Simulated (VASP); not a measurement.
Write the native input for VASP 6.6.1 that does the following.

* Task: single point
* Functional: PBE
* Potentials or basis: VASP PAW PBE potentials, release 64 (Na_pv, Cl)
* Cutoff: 520 eV
* k mesh: 3 × 3 × 1
* Occupations: gaussian, width 0.1 eV
* Spin: no spin polarisation
* Dipole correction: yes
* Further INCAR settings: ALGO = Normal; EDIFF = 1e-07; NBANDS = 58

The structure of Na12Cl lies in POSCAR:

```
Na12Cl
1.0
    8.3906381142      0.0000000000      0.0000000000
    0.0000000000      8.3906381142      0.0000000000
    0.0000000000      0.0000000000     19.6953190567
Na Cl
12 1
Direct
    0.2500000000      0.2500000000      0.2030939427
    0.2500000000      0.7500000000      0.2030939427
    0.7500000000      0.2500000000      0.2030939427
    0.7500000000      0.7500000000      0.2030939427
    0.0000000000      0.0000000000      0.3095994287
    0.0000000000      0.5000000000      0.3095994287
    0.5000000000      0.0000000000      0.3095994287
    0.5000000000      0.5000000000      0.3095994287
    0.2500000000      0.2500000000      0.4161049147
    0.2500000000      0.7500000000      0.4161049147
    0.7500000000      0.2500000000      0.4161049147
    0.7500000000      0.7500000000      0.4161049147
    0.4500000000      0.5000000000      0.4487531305
```

The input as run:

INCAR

```
PREC = Accurate ; ENCUT = 520
EDIFF = 1E-7 ; ISMEAR = 0
SIGMA = 0.1 ; LREAL = F
LASPH = T ; NELM = 60
ALGO = Normal ; ISIF = 2
LWAVE = F ; LCHARG = F
LDIPOL = T ; IDIPOL = 3
DIPOL = 0.5 0.5 0.320 ; GGA = PE
NBANDS = 58
```

KPOINTS

```
Automatic mesh
0
Gamma
  3 3 1
```

Potentials or basis: VASP PAW PBE potentials, release 64 (Na_pv, Cl).

The run is started by

```bash
$ cat potpaw_PBE.64/Na_pv/POTCAR potpaw_PBE.64/Cl/POTCAR > POTCAR
$ mpirun -np 1 vasp_std > vasp.out
```

It gave:

```yaml
Largest_force: 0.137 eV/Å
Band_gap_on_the_k_mesh: zero (an odd number of electrons rules out a gap without spin polarisation)
```

Wall time 8.7 min on 1 thread of Intel(R) Xeon(R) 6975P-C (Granite Rapids), with other jobs on the host, peak memory 1.2 GiB.
